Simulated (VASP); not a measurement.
## MgI2: single point with r2SCAN

Crystal: MgI2.

```xyz
3
Lattice="0.0000 3.6791 3.6791 3.6791 0.0000 3.6791 3.6791 3.6791 0.0000" Properties=species:S:1:pos:R:3 pbc="T T T"
Mg    0.0000    0.0000    0.0000
I     1.8395    1.8395    1.8395
I     5.5186    5.5186    5.5186
```

This cell differs from its parent crystal: volume changed by -6%.

* Program: VASP 6.6.1
* Task: single point
* Functional: r2SCAN
* Potentials or basis: VASP PAW PBE potentials, release 64 (Mg, I)
* Cutoff: 520 eV
* k mesh: 6 × 6 × 6
* Occupations: gaussian, width 0.01 eV
* Spin: no spin polarisation
* Dipole correction: no
* Further INCAR settings: ALGO = Normal; EDIFF = 1e-06; NBANDS = 15

The pressure is 2.1 GPa. The band gap on the k mesh is 1.33 eV, direct.

Levels at points of the mesh, in eV from the valence-band top:
| k point | band 5 | band 6 | band 7 | band 8 | band 9 | band 10 | band 11 | band 12 |
| --- | --- | --- | --- | --- | --- | --- | --- | --- |
| (0.00, 0.00, 0.00) | -3.38 | -1.29 | -1.29 | -1.29 | 1.43 | 3.33 | 3.33 | 3.33 |
| (0.50, 0.00, 0.00) | -2.86 | -2.82 | -2.60 | -2.60 | 3.39 | 5.61 | 5.61 | 6.25 |
| (0.50, 0.50, 0.00) | -4.25 | -0.59 | -0.59 | 0.00 | 1.33 | 4.86 | 7.10 | 7.12 |

Wall time 57 s on 1 thread of Intel(R) Xeon(R) 6975P-C (Granite Rapids), with other jobs on the host, peak memory 0.26 GiB.

Caveat: the PAW data sets were made with another functional, which shifts forces and pressure a little; spin-orbit coupling is left out, which moves the levels of the heavy elements. A k mesh can miss the band edges.
